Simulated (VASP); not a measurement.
# Sb5S2 (R-3m) in VASP: notebook

The runs below take Sb5S2 through single point, relaxation of cell and atoms, with PBE.

Everything below comes from runs of VASP 6.6.1. Logs are shortened: lines on timing, memory, paths and dates and some standing lists are left out, and cuts for length are marked.

### 1 The cell of the first run

The structure is trigonal, space group R-3m (No. 166). Conventional cell: a = 4.040 Å, b = 4.040 Å, c = 42.691 Å, α = 90.00°, β = 90.00°, γ = 120.00°. Within 3.6 Å of Sb (site symmetry 3m) lie 3 S at 2.70 Å and 3 Sb at 3.21 Å. Within 4.0 Å of Sb (site symmetry 3m) lie 6 Sb at 3.05 to 3.21 Å. Sb (site symmetry -3m) has 6 Sb at 3.05 Å within 4.0 Å. Within 3.6 Å of S (site symmetry 3m) lie 3 Sb at 2.70 Å.

### 2 Single point, PBE

INCAR

```
ALGO = Normal
EDIFF = 1E-6
ENCUT = 520
GGA = PE
ISIF = 2
ISMEAR = 0
LASPH = T
LCHARG = F
LREAL = F
LWAVE = F
NBANDS = 28
NELM = 100
PREC = Accurate
SIGMA = 0.2
```

KPOINTS

```
k-points
0
Gamma
  5 5 5
```

POSCAR

```
Sb5S2
1.0
    2.0198280017      1.1661482405     14.2304514346
   -2.0198280017      1.1661482405     14.2304514346
    0.0000000000     -2.3322964810     14.2304514346
Sb S
5 2
Direct
    0.4309117213      0.4309117213      0.4309117213
    0.7127023445      0.7127023445      0.7127023445
    0.5690882787      0.5690882787      0.5690882787
    0.2872976555      0.2872976555      0.2872976555
    0.0000000000      0.0000000000      0.0000000000
    0.1292315977      0.1292315977      0.1292315977
    0.8707684023      0.8707684023      0.8707684023
```

Potentials or basis: VASP PAW PBE potentials, release 64 (Sb, S).

The run is started by

```console
cat potpaw_PBE.64/Sb/POTCAR potpaw_PBE.64/S/POTCAR > POTCAR
mpirun -np 1 vasp_std > vasp.out
```

OUTCAR:

```text
EDIFF = 1E-6
   ENCUT = 520
   GGA = PE
   ISIF = 2
   ISMEAR = 0
   LASPH = T
   LREAL = F
   NELM = 100
   PREC = Accurate

 ion  position               nearest neighbor table
   1  0.431  0.431  0.431-   6 2.70   6 2.70   6 2.70   2 3.21   2 3.21   2 3.21
   2  0.713  0.713  0.713-   5 3.05   5 3.05   5 3.05   1 3.21   1 3.21   1 3.21
   3  0.569  0.569  0.569-   7 2.70   7 2.70   7 2.70   4 3.21   4 3.21   4 3.21
   4  0.287  0.287  0.287-   5 3.05   5 3.05   5 3.05   3 3.21   3 3.21   3 3.21
   5  0.000  0.000  0.000-   2 3.05   2 3.05   4 3.05   4 3.05   2 3.05   4 3.05
   6  0.129  0.129  0.129-   1 2.70   1 2.70   1 2.70
   7  0.871  0.871  0.871-   3 2.70   3 2.70   3 2.70

  LATTYP: Found a trigonal (rhomboedric) cell.
 ALAT       =    14.4203104997
 COS(alpha) =     0.9607617573

  Lattice vectors:

 A1 = (   2.0198280017,   1.1661482405,  14.2304514346)
 A2 = (  -2.0198280017,   1.1661482405,  14.2304514346)
 A3 = (   0.0000000000,  -2.3322964810,  14.2304514346)

Analysis of symmetry for initial positions (statically):
=====================================================================
 Subroutine PRICEL returns:
 Original cell was already a primitive cell.

 Routine SETGRP: Setting up the symmetry group for a
 trigonal (rhombohedral) supercell.

 Subroutine GETGRP returns: Found 12 space group operations
 (whereof 12 operations were pure point group operations)
 out of a pool of 12 trial point group operations.

The static configuration has the point symmetry D_3d.

Analysis of symmetry for dynamics (positions and initial velocities):
=====================================================================
 Subroutine PRICEL returns:
 Original cell was already a primitive cell.

 Routine SETGRP: Setting up the symmetry group for a
 trigonal (rhombohedral) supercell.

 Subroutine GETGRP returns: Found 12 space group operations
 (whereof 12 operations were pure point group operations)
 out of a pool of 12 trial point group operations.

The dynamic configuration has the point symmetry D_3d.

 Subroutine INISYM returns: Found 12 space group operations
 (whereof 12 operations are pure point group operations),
 and found     1 'primitive' translations

----------------------------------------------------------------------------------------

                                     Primitive cell

  volume of cell :     201.1120

  direct lattice vectors                    reciprocal lattice vectors
     2.019828002  1.166148241 14.230451435     0.247545830  0.142920652  0.023423947
    -2.019828002  1.166148241 14.230451435    -0.247545830  0.142920652  0.023423947
     0.000000000 -2.332296481 14.230451435     0.000000000 -0.285841304  0.023423947

  length of vectors
    14.420310500 14.420310500 14.420310500     0.286799463  0.286799463  0.286799463

  position of ions in fractional coordinates (direct lattice)
     0.430911721  0.430911721  0.430911721
     0.712702345  0.712702345  0.712702345
     0.569088279  0.569088279  0.569088279
     0.287297655  0.287297655  0.287297655
     0.000000000  0.000000000  0.000000000
     0.129231598  0.129231598  0.129231598
     0.870768402  0.870768402  0.870768402

  ion indices of the primitive-cell ions
   primitive index   ion index
                 1           1
                 2           2
                 3           3
                 4           4
                 5           5
                 6           6
                 7           7

----------------------------------------------------------------------------------------

 KPOINTS: k-points

Automatic generation of k-mesh.
 Grid dimensions read from file:
 generate k-points for:    5    5    5

 Generating k-lattice:

  Cartesian coordinates                     Fractional coordinates (reciprocal lattice)
     0.049509166  0.028584130  0.004684789     0.200000000  0.000000000  0.000000000
    -0.049509166  0.028584130  0.004684789     0.000000000  0.200000000  0.000000000
     0.000000000 -0.057168261  0.004684789     0.000000000  0.000000000  0.200000000

  Length of vectors
     0.057359893  0.057359893  0.057359893

  Shift w.r.t. Gamma in fractional coordinates (k-lattice)
     0.000000000  0.000000000  0.000000000

 Subroutine IBZKPT returns following result:
 ===========================================

 Found     19 irreducible k-points:

 Following reciprocal coordinates:
            Coordinates               Weight
  0.000000  0.000000  0.000000      1.000000
  0.200000 -0.000000  0.000000      6.000000
  0.400000 -0.000000  0.000000      6.000000
  0.200000  0.200000  0.000000      6.000000
  0.400000  0.200000 -0.000000     12.000000
 -0.400000  0.200000  0.000000     12.000000
[... 11 lines left out ...]
  0.400000  0.400000  0.400000      2.000000
 -0.400000  0.400000  0.400000      6.000000
   k-points           NKPTS =     19   k-points in BZ     NKDIM =     19   number of bands    NBANDS=     28
   number of dos      NEDOS =    301   number of ions     NIONS =      7
   total plane-waves  NPLWV = ******
   dimension x,y,z NGX =   108 NGY =  108 NGZ =  108
   dimension x,y,z NGXF=   216 NGYF=  216 NGZF=  216
   ions per type =               5   2
   NGX,Y,Z   is equivalent  to a cutoff of  12.45, 12.45, 12.45 a.u.
   NGXF,Y,Z  is equivalent  to a cutoff of  24.90, 24.90, 24.90 a.u.
 SYSTEM =  unknown system
   PREC   = accura    normal or accurate (medium, high low for compatibility)
   ISTART =      0    job   : 0-new  1-cont  2-samecut
   ICHARG =      2    charge: 1-file 2-atom 10-const
   ISPIN  =      1    spin polarized calculation?
   LNONCOLLINEAR =      F non collinear calculations
   LSORBIT =      F    spin-orbit coupling
   LASPH  =      T    aspherical Exc in radial PAW
   ENCUT  =  520.0 eV  38.22 Ry    6.18 a.u.  26.81 26.81 26.81*2*pi/ulx,y,z
   NELM   =    100;   NELMIN=  2; NELMDL= -5     # of ELM steps
   EDIFF  = 0.1E-05   stopping-criterion for ELM
   LREAL  =      F    real-space projection
   EDIFFG = 0.1E-04   stopping-criterion for IOM
   NSW    =      0    number of steps for IOM
   IBRION =     -1    ionic relax: 0-MD 1-quasi-New 2-CG
   NFREE  =      0    steps in history (QN), initial steepest desc. (CG)
   ISIF   =      2    stress and relaxation
   ISYM   =      2    0-nonsym 1-usesym 2-fastsym
   POTIM  = 0.5000    time-step for ionic-motion
   TEBEG  =    0.0;   TEEND  =   0.0 temperature during run
   PSTRESS=    0.0 pullay stress
   NELECT =      37.0000    total number of electrons
   NUPDOWN=      -1.0000    fix difference up-down
   EMIN   =  10.00;   EMAX   =-10.00  energy-range for DOS
   EFERMI =   0.00;   METHOD = LEGACY
   ISMEAR =     0;   SIGMA  =   0.20  broadening in eV -4-tet -1-fermi 0-gaus
   EFERMI_NEDOS =   21; number of points for ismear=-14 and -15
   IALGO  =     38    algorithm
   IMIX   =      4    mixing-type and parameters
     AMIX     =   0.40;   BMIX     =  1.00
     AMIX_MAG =   1.60;   BMIX_MAG =  1.00
  volume/ion in A,a.u.               =      28.73       193.88
  Fermi-wavevector in a.u.,A,eV,Ry     =   0.931099  1.759523 11.795518  0.866946
  Thomas-Fermi vector in A             =   2.057557
   LORBIT       =      0    0 simple, 1 ext, 2 COOP (PROOUT), +10 PAW based schemes
   GGA     = PE    functional components
   LHFCALC =     F    Hartree Fock is set to
   AEXX    =    0.0000 exact exchange contribution
   IVDW    =     0    specifies the selected vdW correction
   LEPSILON=     F    determine dielectric tensor
   LRPA    =     F    only Hartree local field effects (RPA)
 non-spin polarized calculation
 Gauss-broadening in eV      SIGMA  =   0.20
  energy-cutoff  :      520.00
  volume of cell :      201.11
 maximum number of plane-waves:      5460
   NGX = 53   NGY = 53   NGZ = 53

 number of electron      37.0000000 magnetization

 Free energy of the ion-electron system (eV)
  ---------------------------------------------------
  ext. energy  EPLUGINS =         0.00000000
  ---------------------------------------------------
  free energy    TOTEN  =       -28.48262328 eV

  energy without entropy =      -28.41994541  energy(sigma->0) =      -28.45128434

 E-fermi :   5.8959     XC(G=0):  -9.2494

 val. band max:        5.8872060748   @ k =   0.4000   0.2000  -0.0000
 cond. band min:       5.9665886494   @ k =  -0.4000   0.4000   0.2000
 fundamental gap:      0.0793825747
 Fermi energy:         5.8959294909

 k-point     1 :       0.0000    0.0000    0.0000
  band No.  band energies     occupation
      1      -8.0130      2.00000
      2      -7.8977      2.00000
      3      -6.1094      2.00000
      4      -4.6017      2.00000
      5      -3.2473      2.00000
      6      -1.6358      2.00000
[... 20 lines left out ...]
     27       8.9765      0.00000
     28       9.5992      0.00000

 k-point     2 :       0.2000   -0.0000    0.0000
  band No.  band energies     occupation
      1      -7.7035      2.00000
      2      -7.5955      2.00000
      3      -5.6825      2.00000
      4      -4.3031      2.00000
      5      -3.1617      2.00000
      6      -1.8831      2.00000
[... 20 lines left out ...]
     27       9.8924      0.00000
     28      10.1870      0.00000

 k-point     3 :       0.4000   -0.0000    0.0000
  band No.  band energies     occupation
      1      -7.0238      2.00000
      2      -6.9534      2.00000
      3      -4.5284      2.00000
      4      -3.8670      2.00000
      5      -3.4449      2.00000
      6      -2.6448      2.00000
[... 461 lines left out ...]
      3      -6.0986      2.00000
      4      -4.6434      2.00000
      5      -3.1533      2.00000
      6      -1.7596      2.00000
[... 20 lines left out ...]
     27       8.9391      0.00000
     28       9.5978      0.00000

 k-point    19 :      -0.4000    0.4000    0.4000
  band No.  band energies     occupation
      1      -7.6987      2.00000
      2      -7.6014      2.00000
      3      -5.6736      2.00000
      4      -4.3375      2.00000
      5      -3.1003      2.00000
      6      -1.9319      2.00000
[... 20 lines left out ...]
     27       9.9130      0.00000
     28      10.1633      0.00000

------------------------ aborting loop because EDIFF is reached ----------------------------------------

  FORCE on cell =-STRESS in cart. coord.  units (eV):
  Direction    XX          YY          ZZ          XY          YZ          ZX
  --------------------------------------------------------------------------------------
  -------------------------------------------------------------------------------------
  Total        0.8835299      0.8835299     -0.0209484      0.0000000     -0.0000000      0.0000000
  in kB        7.0387212      7.0387212     -0.1668872      0.0000000     -0.0000000      0.0000000
  external PRESSURE =       4.6368517 kB  Pullay stress =       0.0000000 kB

 VOLUME and BASIS-vectors are now :
 -----------------------------------------------------------------------------
  energy-cutoff  :      520.00
  volume of cell :      201.11
      direct lattice vectors                 reciprocal lattice vectors
     2.019828002  1.166148241 14.230451435     0.247545830  0.142920652  0.023423947
    -2.019828002  1.166148241 14.230451435    -0.247545830  0.142920652  0.023423947
     0.000000000 -2.332296481 14.230451435     0.000000000 -0.285841304  0.023423947

 POSITION                                       TOTAL-FORCE (eV/Angst)
 -----------------------------------------------------------------------------------
      0.00000      0.00000     18.39620         0.000000      0.000000      0.015163
      0.00000      0.00000     30.42623         0.000000     -0.000000     -0.027980
      0.00000      0.00000     24.29515         0.000000     -0.000000     -0.015163
      0.00000      0.00000     12.26513         0.000000     -0.000000      0.027980
      0.00000      0.00000      0.00000        -0.000000      0.000000     -0.000000
      0.00000      0.00000      5.51707         0.000000      0.000000     -0.035341
      0.00000      0.00000     37.17428         0.000000      0.000000      0.035341
 -----------------------------------------------------------------------------------
    total drift:                               -0.000000     -0.000000      0.000000

  FREE ENERGIE OF THE ION-ELECTRON SYSTEM (eV)
  ---------------------------------------------------
  free  energy   TOTEN  =       -28.4826232806 eV

  energy  without entropy=      -28.4199454090  energy(sigma->0) =      -28.45128434
```

It took 18 min on 1 thread of AMD EPYC 9R45 (Zen 5), shared host; peak memory 1.8 GiB.

Results:

```
Free energy   : -28.4826 eV
Pressure      : 0.5 GPa
Largest force : 0.035 eV/Å
```

Forces on the atoms (eV/Å):
```
Sb   0.000  0.000  0.015
Sb   0.000  0.000 -0.028
Sb   0.000  0.000 -0.015
Sb   0.000  0.000  0.028
Sb   0.000  0.000  0.000
S    0.000  0.000 -0.035
S    0.000  0.000  0.035
```

Levels at points of the mesh, in eV from the Fermi level:
```
           k point  band 15  band 16  band 17  band 18  band 19  band 20  band 21  band 22  band 23  band 24
(0.00, 0.00, 0.00)    -0.29    -0.29    -0.21     0.39     0.39     1.09     1.09     1.40     1.91     1.91
```

Caveat: the k points lie up to 0.36 Å⁻¹ apart; spin-orbit coupling is left out, which moves the levels of the heavy elements.

### 3 Relaxation of cell and atoms, PBE

This run uses another cell than the first one, of 33.31 Å³/atom, 1.159 times its volume.

INCAR

```
PREC = Accurate ; ENCUT = 600
EDIFF = 1E-6 ; ISMEAR = 0
SIGMA = 0.2 ; LREAL = F
LASPH = T ; NELM = 80
ALGO = Normal ; ISIF = 3
LWAVE = F ; LCHARG = F
GGA = PE ; IBRION = 2
NSW = 36 ; EDIFFG = -0.08
```

KPOINTS

```
Automatic mesh
0
Gamma
  3 3 3
```

POSCAR

```
Sb5S2
1.0
    3.1482843400      1.8176628100      6.7900656400
   -3.1482843400      1.8176628100      6.7900656400
    0.0000000000     -3.6353256200      6.7900656400
Sb S
5 2
Direct
    0.5000000000      0.5000000000      0.0000000000
    0.0000000000      0.5000000000      0.5000000000
    0.5000000000      0.0000000000      0.5000000000
    0.0000000000      0.0000000000      0.0000000000
    0.5000000000      0.5000000000      0.5000000000
    0.8314932500      0.8314932500      0.8314932500
    0.1685067500      0.1685067500      0.1685067500
```

Potentials or basis: VASP PAW PBE potentials, release 64 (Sb, S).

The run is started by

```console
cat potpaw_PBE.64/Sb/POTCAR potpaw_PBE.64/S/POTCAR > POTCAR
mpirun -np 1 vasp_std > vasp.out
```

OUTCAR:

```text
PREC = Accurate
   ENCUT = 600
   EDIFF = 1E-6
   ISMEAR = 0
   LREAL = F
   LASPH = T
   NELM = 80
   ISIF = 3
   GGA = PE
   IBRION = 2
   NSW = 36
   EDIFFG = -0.08

 ion  position               nearest neighbor table
   1  0.500  0.500  0.000-   2 3.15   3 3.15   3 3.15   2 3.15   4 3.15   4 3.15
   2  0.000  0.500  0.500-   1 3.15   4 3.15   4 3.15   1 3.15   3 3.15   3 3.15
   3  0.500  0.000  0.500-   1 3.15   4 3.15   1 3.15   4 3.15   2 3.15   2 3.15
   4  0.000  0.000  0.000-   2 3.15   3 3.15   2 3.15   3 3.15   1 3.15   1 3.15
   5  0.500  0.500  0.500-
   6  0.831  0.831  0.831-
   7  0.169  0.169  0.169-

  LATTYP: Found a trigonal (rhomboedric) cell.
 ALAT       =     7.7019857032
 COS(alpha) =     0.6658261384

  Lattice vectors:

[... 169 lines left out ...]
  free energy    TOTEN  =       -22.62364451 eV

  energy without entropy =      -22.41077012  energy(sigma->0) =      -22.51720731

 E-fermi :   4.2658     XC(G=0):  -8.7840

 val. band max:        4.2535152209   @ k =   0.3333   0.0000   0.0000
 cond. band min:       4.2785782803   @ k =   0.3333   0.3333   0.0000
 fundamental gap:      0.0250630595
 Fermi energy:         4.2658448163
[... 581 lines left out ...]
     21       9.0923      0.00002
     22       9.9904      0.00000

[... ionic steps 4 to 17 ...]

--------------------------------------- Ionic step       18  -------------------------------------------

 number of electron      36.9999999 magnetization

------------------------ aborting loop because EDIFF is reached ----------------------------------------
[... 77 lines left out ...]
--------------------------------------- Ionic step       20  -------------------------------------------

 number of electron      37.0000000 magnetization

 Free energy of the ion-electron system (eV)
  ---------------------------------------------------
  ext. energy  EPLUGINS =         0.00000000
  ---------------------------------------------------
  free energy    TOTEN  =       -28.56332581 eV

  energy without entropy =      -28.49788181  energy(sigma->0) =      -28.53060381

 E-fermi :   6.5986     XC(G=0):  -9.4141

 val. band max:        6.5353542284   @ k =  -0.3333   0.3333   0.3333
 cond. band min:       6.6212697701   @ k =   0.3333   0.3333   0.0000
 fundamental gap:      0.0859155417
 Fermi energy:         6.5986431721
[... 182 lines left out ...]
  FREE ENERGIE OF THE ION-ELECTRON SYSTEM (eV)
  ---------------------------------------------------
  free  energy   TOTEN  =       -28.5633258083 eV

  energy  without entropy=      -28.4978818074  energy(sigma->0) =      -28.53060381

 reached required accuracy - stopping structural energy minimisation
```

CONTCAR:

```text
Sb5S2
   1.00000000000000
     3.5014336479629429    2.0215536576408133    4.6388596568922278
    -3.5014336479629429    2.0215536576408133    4.6388596568922278
     0.0000000000000000   -4.0431073152816266    4.6388596568922278
  Sb              S
     5     2
Direct
     0.5000000000000000    0.5000000000000000    0.0000000000000000
     0.0000000000000000    0.5000000000000000    0.5000000000000000
     0.5000000000000000    0.0000000000000000    0.5000000000000000
     0.0000000000000000    0.0000000000000000    0.0000000000000000
     0.5000000000000000    0.5000000000000000    0.5000000000000000
     0.8011435467637142    0.8011435467637142    0.8011435467637142
     0.1988564532362857    0.1988564532362857    0.1988564532362857

  0.00000000E+00  0.00000000E+00  0.00000000E+00
  0.00000000E+00  0.00000000E+00  0.00000000E+00
  0.00000000E+00  0.00000000E+00  0.00000000E+00
  0.00000000E+00  0.00000000E+00  0.00000000E+00
  0.00000000E+00  0.00000000E+00  0.00000000E+00
  0.00000000E+00  0.00000000E+00  0.00000000E+00
  0.00000000E+00  0.00000000E+00  0.00000000E+00
```

Wall time 13 min (1 thread of AMD EPYC 9R45 (Zen 5), shared host); peak memory 0.6 GiB.

What came out:

* Free energy: -28.5633 eV
* Relaxed volume: 28.14 Å³/atom
* Relaxed cell: a = 6.154 Å, b = 6.154 Å, c = 6.154 Å, α = 69.36°, β = 69.36°, γ = 69.36°
* Space group after relaxing (to 0.05 Å): R-3m (No. 166)
* Energy gained by relaxing: 848.5 meV/atom
* Ionic steps: 20
* Pressure after relaxing: -0.2 GPa
* Largest force after relaxing: 0.052 eV/Å

Forces in eV/Å, atoms in the order of the input:
```
Sb   0.000  0.000  0.000
Sb   0.000  0.000  0.000
Sb   0.000  0.000  0.000
Sb   0.000  0.000  0.000
Sb   0.000  0.000  0.000
S    0.000  0.000 -0.052
S    0.000  0.000  0.052
```

Stress tensor (GPa, compression positive):
```
-0.15  0.00  0.00
 0.00 -0.15  0.00
 0.00  0.00 -0.31
```

Step by step:
```csv
step,energy change (eV),largest force (eV/Å),pressure (GPa),volume (Å³)
1,0.0000,0.2880,-4.37,233.14
2,-1.7627,0.2398,-2.27,203.16
3,8.7524,11.5884,83.47,121.28
4,-2.3299,0.0995,-0.80,193.49
5,-3.0096,1.2844,15.06,156.22
6,-3.1862,0.3439,4.77,173.51
7,-3.2573,0.5217,6.83,169.02
8,-3.9423,1.4559,8.55,166.33
9,-4.0340,2.1725,10.54,164.57
10,-4.7933,2.2520,4.79,176.96
11,-5.1450,2.2235,0.39,191.26
12,-5.1758,2.2006,-0.70,196.02
13,-5.3971,1.8306,-1.15,196.19
14,-5.8016,0.7701,-1.57,196.70
15,-5.5868,1.2491,0.89,197.65
16,-5.8754,0.0796,-1.16,197.03
17,-5.9121,0.2613,1.12,191.70
18,-5.9165,0.1751,0.52,193.00
19,-5.9327,0.0872,0.20,194.67
20,-5.9397,0.0516,-0.21,197.01
```

Final structure:
```xyz
7
Lattice="3.5014 2.0216 4.6389 -3.5014 2.0216 4.6389 0.0000 -4.0431 4.6389" Properties=species:S:1:pos:R:3 pbc="T T T"
Sb    0.0000    2.0216    4.6389
Sb   -1.7507   -1.0108    4.6389
Sb    1.7507   -1.0108    4.6389
Sb    0.0000    0.0000    0.0000
Sb    0.0000    0.0000    6.9583
S     0.0000    0.0000   11.1492
S     0.0000    0.0000    2.7674
```

Caveat: the k points lie up to 0.38 Å⁻¹ apart in the final cell; the volume moved by over 15 % at a fixed basis, so the end points are rough; spin-orbit coupling is left out, which moves the levels of the heavy elements; the relaxation stopped at a loose force limit of 0.08 eV/Å, so its end isn't a converged minimum.

(Part 1 of 2 ends here.)
